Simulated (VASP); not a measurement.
# TaTeP (P4/mmm) in VASP: a series of runs

The runs below take TaTeP through single point, relaxation of cell and atoms, with PBE.

Everything below comes from runs of VASP 6.6.1. Logs are shortened: lines on timing, memory, paths and dates and some standing lists are left out, and cuts for length are marked.

### 1 The cell of the first run

Symmetry: P4/mmm, No. 123, tetragonal system. The conventional cell has a = 3.464 Å, b = 3.464 Å, c = 5.765 Å, α = 90.00°, β = 90.00°, γ = 90.00°. Within 3.2 Å of Ta (site symmetry 4/mmm) lie 4 P at 2.45 Å and 2 Te at 2.88 Å. Within 3.8 Å of Te (site symmetry 4/mmm) lie 2 Ta at 2.88 Å and 4 Te at 3.46 Å and 8 P at 3.78 Å. Within 3.2 Å of P (site symmetry 4/mmm) lie 4 Ta at 2.45 Å.

### 2 Single point, PBE

The input, INCAR:

```
PREC = Accurate ; ENCUT = 520
EDIFF = 1E-6 ; ISMEAR = 0
SIGMA = 0.1 ; LREAL = False
LASPH = True ; NELM = 100
ALGO = Normal ; ISIF = 2
LWAVE = False ; LCHARG = False
GGA = PE ; NBANDS = 18
```

The input, KPOINTS:

```
regular mesh
0
Gamma
  4 4 4
```

The input, POSCAR:

```
TaTeP
1.0
    3.4635585924      0.0000000000      0.0000000000
    0.0000000000      3.4635585924      0.0000000000
    0.0000000000      0.0000000000      5.7650755113
Ta Te P
1 1 1
Direct
    0.5000000000      0.5000000000      0.5000000000
    0.5000000000      0.5000000000      0.0000000000
    0.0000000000      0.0000000000      0.5000000000
```

Potentials or basis: VASP PAW PBE potentials, release 64 (Ta_pv, Te, P).

Started as:

```console
$ cat potpaw_PBE.64/Ta_pv/POTCAR potpaw_PBE.64/Te/POTCAR potpaw_PBE.64/P/POTCAR > POTCAR
$ mpirun -np 1 vasp_std > vasp.out
```

OUTCAR:

```text
PREC = Accurate
   ENCUT = 520
   EDIFF = 1E-6
   ISMEAR = 0
   LREAL = False
   LASPH = True
   NELM = 100
   ISIF = 2
   GGA = PE

 ion  position               nearest neighbor table
   1  0.500  0.500  0.500-   3 2.45   3 2.45   3 2.45   3 2.45   2 2.88   2 2.88
   2  0.500  0.500  0.000-   1 2.88   1 2.88
   3  0.000  0.000  0.500-   1 2.45   1 2.45   1 2.45   1 2.45

  LATTYP: Found a simple tetragonal cell.
 ALAT       =     3.4635585924
 C/A-ratio  =     1.6644948707

  Lattice vectors:

 A1 = (   3.4635585924,   0.0000000000,   0.0000000000)
 A2 = (   0.0000000000,   3.4635585924,   0.0000000000)
 A3 = (   0.0000000000,   0.0000000000,   5.7650755113)

Analysis of symmetry for initial positions (statically):
=====================================================================
 Subroutine PRICEL returns:
 Original cell was already a primitive cell.

 Routine SETGRP: Setting up the symmetry group for a
 simple tetragonal supercell.

 Subroutine GETGRP returns: Found 16 space group operations
 (whereof 16 operations were pure point group operations)
 out of a pool of 16 trial point group operations.

The static configuration has the point symmetry D_4h.

Analysis of symmetry for dynamics (positions and initial velocities):
=====================================================================
 Subroutine PRICEL returns:
 Original cell was already a primitive cell.

 Routine SETGRP: Setting up the symmetry group for a
 simple tetragonal supercell.

 Subroutine GETGRP returns: Found 16 space group operations
 (whereof 16 operations were pure point group operations)
 out of a pool of 16 trial point group operations.

The dynamic configuration has the point symmetry D_4h.

 Subroutine INISYM returns: Found 16 space group operations
 (whereof 16 operations are pure point group operations),
 and found     1 'primitive' translations

----------------------------------------------------------------------------------------

                                     Primitive cell

  volume of cell :      69.1592

  direct lattice vectors                    reciprocal lattice vectors
     3.463558592  0.000000000  0.000000000     0.288720394  0.000000000  0.000000000
[... 77 lines left out ...]
   LSORBIT =      F    spin-orbit coupling
   LASPH  =      T    aspherical Exc in radial PAW
   ENCUT  =  520.0 eV  38.22 Ry    6.18 a.u.   6.44  6.44 10.72*2*pi/ulx,y,z
   NELM   =    100;   NELMIN=  2; NELMDL= -5     # of ELM steps
   EDIFF  = 0.1E-05   stopping-criterion for ELM
   LREAL  =      F    real-space projection
   EDIFFG = 0.1E-04   stopping-criterion for IOM
   NSW    =      0    number of steps for IOM
   IBRION =     -1    ionic relax: 0-MD 1-quasi-New 2-CG
   NFREE  =      0    steps in history (QN), initial steepest desc. (CG)
   ISIF   =      2    stress and relaxation
   ISYM   =      2    0-nonsym 1-usesym 2-fastsym
   POTIM  = 0.5000    time-step for ionic-motion
   TEBEG  =    0.0;   TEEND  =   0.0 temperature during run
   PSTRESS=    0.0 pullay stress
   NELECT =      22.0000    total number of electrons
   NUPDOWN=      -1.0000    fix difference up-down
   EMIN   =  10.00;   EMAX   =-10.00  energy-range for DOS
   EFERMI =   0.00;   METHOD = LEGACY
   ISMEAR =     0;   SIGMA  =   0.10  broadening in eV -4-tet -1-fermi 0-gaus
   EFERMI_NEDOS =   21; number of points for ismear=-14 and -15
   IALGO  =     38    algorithm
   IMIX   =      4    mixing-type and parameters
     AMIX     =   0.40;   BMIX     =  1.00
     AMIX_MAG =   1.60;   BMIX_MAG =  1.00
  volume/ion in A,a.u.               =      23.05       155.57
  Fermi-wavevector in a.u.,A,eV,Ry     =   1.117547  2.111857 16.992462  1.248911
  Thomas-Fermi vector in A             =   2.254170
   LORBIT       =      0    0 simple, 1 ext, 2 COOP (PROOUT), +10 PAW based schemes
   GGA     = PE    functional components
   LHFCALC =     F    Hartree Fock is set to
   AEXX    =    0.0000 exact exchange contribution
   IVDW    =     0    specifies the selected vdW correction
   LEPSILON=     F    determine dielectric tensor
   LRPA    =     F    only Hartree local field effects (RPA)
 non-spin polarized calculation
 Gauss-broadening in eV      SIGMA  =   0.10
  energy-cutoff  :      520.00
  volume of cell :       69.16
 maximum number of plane-waves:      1894
 NGX is ok and might be reduce to    28
   NGX = 13   NGY = 13   NGZ = 21

 number of electron      22.0000000 magnetization

 Free energy of the ion-electron system (eV)
  ---------------------------------------------------
  ext. energy  EPLUGINS =         0.00000000
  ---------------------------------------------------
  free energy    TOTEN  =       -20.88870779 eV

  energy without entropy =      -20.86443654  energy(sigma->0) =      -20.87657216

 E-fermi :   6.1679     XC(G=0): -10.3853

 val. band max:        6.1173295621   @ k =   0.5000   0.2500   0.0000
 cond. band min:       6.1771370783   @ k =   0.2500   0.0000   0.0000
 fundamental gap:      0.0598075162
 Fermi energy:         6.1679103470

 k-point     1 :       0.0000    0.0000    0.0000
  band No.  band energies     occupation
      1     -29.0212      2.00000
      2     -28.8786      2.00000
      3     -28.8786      2.00000
      4      -6.6542      2.00000
      5      -5.0003      2.00000
      6       1.3216      2.00000
[... 355 lines left out ...]
      5      -3.4965      2.00000
      6       2.4333      2.00000
[... 10 lines left out ...]
     17      11.6101      0.00000
     18      13.0788      0.00000

------------------------ aborting loop because EDIFF is reached ----------------------------------------

  FORCE on cell =-STRESS in cart. coord.  units (eV):
  Direction    XX          YY          ZZ          XY          YZ          ZX
  --------------------------------------------------------------------------------------
  -------------------------------------------------------------------------------------
  Total       -0.0893317     -0.0893317      0.0539821      0.0000000      0.0000000      0.0000000
  in kB       -2.0695034     -2.0695034      1.2505756      0.0000000      0.0000000      0.0000000
  external PRESSURE =      -0.9628104 kB  Pullay stress =       0.0000000 kB

 VOLUME and BASIS-vectors are now :
 -----------------------------------------------------------------------------
  energy-cutoff  :      520.00
  volume of cell :       69.16
      direct lattice vectors                 reciprocal lattice vectors
     3.463558592  0.000000000  0.000000000     0.288720394  0.000000000  0.000000000
     0.000000000  3.463558592  0.000000000     0.000000000  0.288720394  0.000000000
     0.000000000  0.000000000  5.765075511     0.000000000  0.000000000  0.173458266

 POSITION                                       TOTAL-FORCE (eV/Angst)
 -----------------------------------------------------------------------------------
      1.73178      1.73178      2.88254         0.000000      0.000000      0.000000
      1.73178      1.73178      0.00000         0.000000      0.000000      0.000000
      0.00000      0.00000      2.88254         0.000000      0.000000      0.000000
 -----------------------------------------------------------------------------------
    total drift:                                0.000000      0.000000      0.000000

  FREE ENERGIE OF THE ION-ELECTRON SYSTEM (eV)
  ---------------------------------------------------
  free  energy   TOTEN  =       -20.8887077908 eV

  energy  without entropy=      -20.8644365388  energy(sigma->0) =      -20.87657216
```

OSZICAR:

```text
N       E                     dE             d eps       ncg     rms          rms(c)
DAV:   1     0.127513225979E+03    0.12751E+03   -0.10877E+04   648   0.109E+03
DAV:   2    -0.172775802233E+02   -0.14479E+03   -0.14176E+03   826   0.260E+02
DAV:   3    -0.224408838399E+02   -0.51633E+01   -0.51150E+01   796   0.454E+01
DAV:   4    -0.225032220633E+02   -0.62338E-01   -0.62281E-01   818   0.534E+00
DAV:   5    -0.225045495925E+02   -0.13275E-02   -0.13274E-02   780   0.743E-01    0.162E+01
DAV:   6    -0.209877938663E+02    0.15168E+01   -0.53118E+00   740   0.127E+01    0.695E+00
DAV:   7    -0.209412808626E+02    0.46513E-01   -0.11644E+00   738   0.415E+00    0.364E+00
DAV:   8    -0.208904045908E+02    0.50876E-01   -0.23123E-01   722   0.226E+00    0.185E+00
DAV:   9    -0.208896769541E+02    0.72764E-03   -0.37797E-02   758   0.892E-01    0.309E-01
DAV:  10    -0.208888557355E+02    0.82122E-03   -0.10520E-02   716   0.441E-01    0.181E-01
DAV:  11    -0.208887006108E+02    0.15512E-03   -0.13580E-03   724   0.190E-01    0.681E-02
DAV:  12    -0.208887093995E+02   -0.87887E-05   -0.11392E-04   760   0.611E-02    0.317E-02
DAV:  13    -0.208887081590E+02    0.12405E-05   -0.10844E-05   766   0.175E-02    0.656E-03
DAV:  14    -0.208887077908E+02    0.36820E-06   -0.15370E-06   450   0.642E-03
   1 F= -.20888708E+02 E0= -.20876572E+02  d E =-.242713E-01
```

stdout:

```text
POSCAR found type information on POSCAR TaTeP
 POSCAR found :  3 types and       3 ions
 scaLAPACK will be used
 LDA part: xc-table for (Slater+PW92), standard interpolation
 POSCAR, INCAR and KPOINTS ok, starting setup
 FFT: planning ... GRIDC
 FFT: planning ... GRID_SOFT
 FFT: planning ... GRID
 WAVECAR not read
 entering main loop
```

Run time: 15 s. Hardware: 1 thread of Intel Xeon Platinum 8488C (Sapphire Rapids), shared host; peak memory 0.19 GiB.

What came out:

```
Free energy            : -20.8887 eV
Pressure               : -0.1 GPa
Band gap on the k mesh : zero (band 11 reaches 7.22 eV, above the bottom of band 12 at 4.73 eV)
```

Caveat: the k points lie up to 0.45 Å⁻¹ apart; spin-orbit coupling is left out, which moves the levels of the heavy elements.

### 3 Single point, PBE

This run uses another cell than the first one, of 22.96 Å³/atom, 0.996 times its volume.

The input, INCAR:

```
ALGO = Normal
EDIFF = 1E-6
ENCUT = 520
GGA = PE
ISIF = 2
ISMEAR = 0
LASPH = T
LCHARG = F
LREAL = F
LWAVE = F
NBANDS = 18
NELM = 100
PREC = Accurate
SIGMA = 0.1
```

The input, KPOINTS:

```
k-points
0
Gamma
  6 6 4
```

The input, POSCAR:

```
TaTeP
1.0
    3.4781693378      0.0000000000      0.0000000000
    0.0000000000      3.4781693378      0.0000000000
    0.0000000000      0.0000000000      5.6926106169
Ta Te P
1 1 1
Direct
    0.5000000000      0.5000000000      0.5000000000
    0.5000000000      0.5000000000      0.0000000000
    0.0000000000      0.0000000000      0.5000000000
```

Potentials or basis: VASP PAW PBE potentials, release 64 (Ta_pv, Te, P).

Started as:

```console
$ cat potpaw_PBE.64/Ta_pv/POTCAR potpaw_PBE.64/Te/POTCAR potpaw_PBE.64/P/POTCAR > POTCAR
$ mpirun -np 1 vasp_std > vasp.out
```

Wall time 21 s (1 thread of Intel Xeon Platinum 8488C (Sapphire Rapids), shared host); peak memory 0.2 GiB.

It converged, with:

```
Free energy            : -20.8815 eV
Pressure               : 0.0 GPa
Band gap on the k mesh : zero (band 11 reaches 7.29 eV, above the bottom of band 12 at 4.80 eV)
```

Stress tensor (GPa, compression positive):
```
 0.13  0.00  0.00
 0.00  0.13  0.00
 0.00  0.00 -0.18
```

Levels at points of the mesh, in eV from the Fermi level:
| k point | band 8 | band 9 | band 10 | band 11 | band 12 | band 13 | band 14 | band 15 |
| --- | --- | --- | --- | --- | --- | --- | --- | --- |
| (0.00, 0.00, 0.00) | -0.76 | -0.76 | -0.13 | 0.57 | 0.57 | 0.69 | 0.70 | 1.42 |
| (0.50, 0.00, 0.00) | -3.82 | -3.74 | -2.63 | 1.08 | 1.19 | 1.79 | 2.22 | 3.78 |
| (0.50, 0.50, 0.00) | -1.87 | -1.87 | -1.45 | -1.45 | -1.41 | -0.93 | 1.34 | 2.24 |
| (0.00, 0.00, 0.50) | -1.97 | -0.52 | -0.52 | -0.48 | -0.48 | -0.13 | 2.72 | 2.72 |
| (0.50, 0.00, 0.50) | -4.17 | -3.88 | -1.25 | 0.21 | 2.16 | 3.29 | 3.64 | 4.30 |
| (0.50, 0.50, 0.50) | -3.74 | -3.46 | -3.46 | -1.27 | 0.38 | 0.38 | 1.60 | 2.87 |

Caveat: spin-orbit coupling is left out, which moves the levels of the heavy elements.

### 4 Single point, PBE

This run uses another cell than the first one, of 48.28 Å³/atom, 2.094 times its volume.

The input, INCAR:

```
  ALGO = Normal
  EDIFF = 1E-6
  ENCUT = 520
  GGA = PE
  ISIF = 2
  ISMEAR = 0
  LASPH = T
  LCHARG = T
  LELF = T
  LREAL = F
  LVHAR = T
  LWAVE = F
  NBANDS = 18
  NELM = 80
  PREC = Accurate
  SIGMA = 0.1
```

The input, KPOINTS:

```
k-points
0
Gamma
  4 4 4
```

The input, POSCAR:

```
TaTeP
1.0
    4.5017969800      0.0000000000      0.0000000000
    0.0000000000      4.5017969800      0.0000000000
    0.0000000000      0.0000000000      7.1466650200
Ta Te P
1 1 1
Direct
    0.5000000000      0.5000000000      0.5000000000
    0.5000000000      0.5000000000      0.0000000000
    0.0000000000      0.0000000000      0.5000000000
```

Potentials or basis: VASP PAW PBE potentials, release 64 (Ta_pv, Te, P).

Started as:

```console
$ cat potpaw_PBE.64/Ta_pv/POTCAR potpaw_PBE.64/Te/POTCAR potpaw_PBE.64/P/POTCAR > POTCAR
$ mpirun -np 1 vasp_std > vasp.out
```

OUTCAR:

```text
EDIFF = 1E-6
   ENCUT = 520
   GGA = PE
   ISIF = 2
   ISMEAR = 0
   LASPH = T
   LREAL = F
   NELM = 80
   PREC = Accurate

 ion  position               nearest neighbor table
   1  0.500  0.500  0.500-   3 3.18   3 3.18   3 3.18   3 3.18   2 3.57   2 3.57
   2  0.500  0.500  0.000-   1 3.57   1 3.57
   3  0.000  0.000  0.500-   1 3.18   1 3.18   1 3.18   1 3.18

  LATTYP: Found a simple tetragonal cell.
[... 565 lines left out ...]

  FORCE on cell =-STRESS in cart. coord.  units (eV):
  Direction    XX          YY          ZZ          XY          YZ          ZX
  --------------------------------------------------------------------------------------
  -------------------------------------------------------------------------------------
  Total      -13.6847302    -13.6847302    -10.1357331      0.0000000     -0.0000000     -0.0000000
  in kB     -151.3810748   -151.3810748   -112.1219158      0.0000000     -0.0000000     -0.0000000
  external PRESSURE =    -138.2946884 kB  Pullay stress =       0.0000000 kB

 VOLUME and BASIS-vectors are now :
 -----------------------------------------------------------------------------
  energy-cutoff  :      520.00
  volume of cell :      144.84
      direct lattice vectors                 reciprocal lattice vectors
     4.501796980  0.000000000  0.000000000     0.222133518  0.000000000  0.000000000
     0.000000000  4.501796980  0.000000000     0.000000000  0.222133518  0.000000000
     0.000000000  0.000000000  7.146665020     0.000000000  0.000000000  0.139925405

 POSITION                                       TOTAL-FORCE (eV/Angst)
 -----------------------------------------------------------------------------------
      2.25090      2.25090      3.57333         0.000000      0.000000      0.000000
      2.25090      2.25090      0.00000         0.000000      0.000000      0.000000
      0.00000      0.00000      3.57333         0.000000      0.000000      0.000000
 -----------------------------------------------------------------------------------
    total drift:                                0.000000      0.000000      0.000000

  FREE ENERGIE OF THE ION-ELECTRON SYSTEM (eV)
  ---------------------------------------------------
  free  energy   TOTEN  =       -13.8664210285 eV

  energy  without entropy=      -13.8181125740  energy(sigma->0) =      -13.84226680
```

stdout:

```text
POSCAR found type information on POSCAR TaTeP
 POSCAR found :  3 types and       3 ions
 scaLAPACK will be used
 LDA part: xc-table for (Slater+PW92), standard interpolation
 POSCAR, INCAR and KPOINTS ok, starting setup
 FFT: planning ... GRIDC
 FFT: planning ... GRID_SOFT
 FFT: planning ... GRID
 WAVECAR not read
 entering main loop
```

Run time: 36 s. Hardware: 1 thread of Intel Xeon Platinum 8488C (Sapphire Rapids), shared host; peak memory 0.26 GiB.

Results:

| Property | Result |
| --- | --- |
| Free energy | -13.8664 eV |
| Pressure | -13.8 GPa |
| Band gap on the k mesh | zero (band 11 reaches 0.26 eV, above the bottom of band 12 at -0.02 eV) |

Stress tensor (GPa, compression positive):
```
-15.14   0.00   0.00
  0.00 -15.14   0.00
  0.00   0.00 -11.21
```

Levels at points of the mesh, in eV from the Fermi level:
```tsv
k point	band 8	band 9	band 10	band 11	band 12	band 13	band 14	band 15
(0.00, 0.00, 0.00)	-0.60	-0.60	-0.25	0.05	0.25	0.28	0.28	0.35
(0.50, 0.00, 0.00)	-1.28	-1.18	-1.16	0.07	0.36	0.40	0.55	1.32
(0.50, 0.50, 0.00)	-1.00	-0.69	-0.69	-0.24	-0.12	-0.12	-0.01	0.32
(0.00, 0.00, 0.50)	-0.62	-0.54	-0.54	-0.19	-0.19	0.05	0.37	0.83
(0.50, 0.00, 0.50)	-1.82	-1.81	-0.27	-0.05	0.55	0.92	1.31	2.25
(0.50, 0.50, 0.50)	-1.84	-1.18	-1.18	-0.05	0.19	0.34	0.34	0.78
```

Caveat: spin-orbit coupling is left out, which moves the levels of the heavy elements.

### 5 Relaxation of cell and atoms, PBE

The input, INCAR:

```
SYSTEM = TaTeP
  ALGO = Normal
  EDIFF = 1E-6
  EDIFFG = -0.04
  ENCUT = 600
  GGA = PE
  IBRION = 2
  ISIF = 3
  ISMEAR = 0
  LASPH = .True.
  LCHARG = .False.
  LREAL = .False.
  LWAVE = .False.
  NELM = 100
  NSW = 90
  PREC = Accurate
  SIGMA = 0.1
```

The input, KPOINTS:

```
k-points
0
Gamma
  6 6 4
  0 0 0
```

The input, POSCAR:

```
TaTeP
1.0
    3.4635585924      0.0000000000      0.0000000000
    0.0000000000      3.4635585924      0.0000000000
    0.0000000000      0.0000000000      5.7650755113
Ta Te P
1 1 1
Direct
    0.5000000000      0.5000000000      0.5000000000
    0.5000000000      0.5000000000      0.0000000000
    0.0000000000      0.0000000000      0.5000000000
```

Started as:

```console
$ cat potpaw_PBE.64/Ta_pv/POTCAR potpaw_PBE.64/Te/POTCAR potpaw_PBE.64/P/POTCAR > POTCAR
$ mpirun -np 1 vasp_std > vasp.out
```

Wall time 68 s (1 thread of Intel Xeon Platinum 8488C (Sapphire Rapids), shared host); peak memory 0.22 GiB.

The run converged. Its results:

| Quantity | Value |
| --- | --- |
| Free energy | -20.8821 eV |
| Relaxed volume | 22.95 Å³/atom |
| Relaxed cell | a = 3.482 Å, b = 3.482 Å, c = 5.677 Å, α = 90.00°, β = 90.00°, γ = 90.00° |
| Space group after relaxing (to 0.05 Å) | P4/mmm (No. 123) |
| Energy gained by relaxing | 1.4 meV/atom |
| Ionic steps | 6 |
| Pressure after relaxing | 0.0 GPa |
| Band gap on the k mesh | zero (band 11 reaches 7.29 eV, above the bottom of band 12 at 4.80 eV) |

Step by step:
```
step  energy change (eV)  largest force (eV/Å)  pressure (GPa)  volume (Å³)
   1              0.0000                0.0000           -0.16        69.16
   2             -0.0030                0.0000            0.03        68.93
   3             -0.0041                0.0000            0.25        68.71
   4             -0.0041                0.0000            0.28        68.69
   5             -0.0037                0.0000           -0.43        69.12
   6             -0.0042                0.0000            0.01        68.84
```

Final structure:
```
CELL_PARAMETERS angstrom
3.48230 0.00000 0.00000
0.00000 3.48230 0.00000
0.00000 0.00000 5.67696
ATOMIC_POSITIONS crystal
Ta 0.50000 0.50000 0.50000
Te 0.50000 0.50000 0.00000
P 0.00000 0.00000 0.50000
```

Levels at points of the mesh, in eV from the Fermi level:
```tsv
k point	band 9	band 10	band 11	band 12	band 13	band 14
(0.00, 0.00, 0.00)	-0.76	-0.12	0.57	0.57	0.72	0.73
(0.50, 0.00, 0.00)	-3.72	-2.62	1.08	1.22	1.78	2.22
(0.50, 0.50, 0.00)	-1.84	-1.44	-1.44	-1.41	-0.92	1.35
(0.00, 0.00, 0.50)	-0.52	-0.52	-0.49	-0.49	-0.12	2.74
(0.50, 0.00, 0.50)	-3.89	-1.20	0.18	2.16	3.31	3.63
(0.50, 0.50, 0.50)	-3.46	-3.46	-1.26	0.42	0.42	1.60
```

Caveat: spin-orbit coupling is left out, which moves the levels of the heavy elements.

(Continued in part 2 of 2.)
